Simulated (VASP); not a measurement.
Write the native input for VASP 6.6.1 that does the following.

```yaml
Task: single point
Functional: LDA
Potentials_or_basis: VASP PAW LDA potentials, release 64 (Mg, O)
Cutoff: 600 eV
k_mesh: 10 × 10 × 10
Occupations: gaussian, width 0.02 eV
Spin: no spin polarisation
Dipole_correction: no
Further_INCAR_settings: ALGO = Normal; EDIFF = 1e-06; NBANDS = 11
```

The structure of MgO (lda) lies in POSCAR:

```
MgO
1.0
    0.0000000000      2.0062900511      2.0062900511
    2.0062900511      0.0000000000      2.0062900511
    2.0062900511      2.0062900511      0.0000000000
Mg O
1 1
Direct
    0.0000000000      0.0000000000      0.0000000000
    0.5000000000      0.5000000000      0.5000000000
```

One way to write it, as run:

INCAR

```
PREC = Accurate ; ENCUT = 600
EDIFF = 1E-6 ; ISMEAR = 0
SIGMA = 0.02 ; LREAL = False
LASPH = True ; NELM = 120
ALGO = Normal ; ISIF = 2
LWAVE = False ; LCHARG = False
GGA = CA ; NBANDS = 11
GGA_COMPAT = False
```

KPOINTS

```
Automatic mesh
0
Gamma
  10 10 10
```

Potentials or basis: VASP PAW LDA potentials, release 64 (Mg, O).

Run with:

```console
$ cat potpaw_LDA.64/Mg/POTCAR potpaw_LDA.64/O/POTCAR > POTCAR
$ mpirun -np 1 vasp_std > vasp.out
```

It gave:

* Pressure: 21.2 GPa
* Band gap on the k mesh: 6.21 eV, direct

Wall time 3.3 s on 1 thread of Intel(R) Xeon(R) 6975P-C (Granite Rapids), on a shared host, peak memory 0.13 GiB.
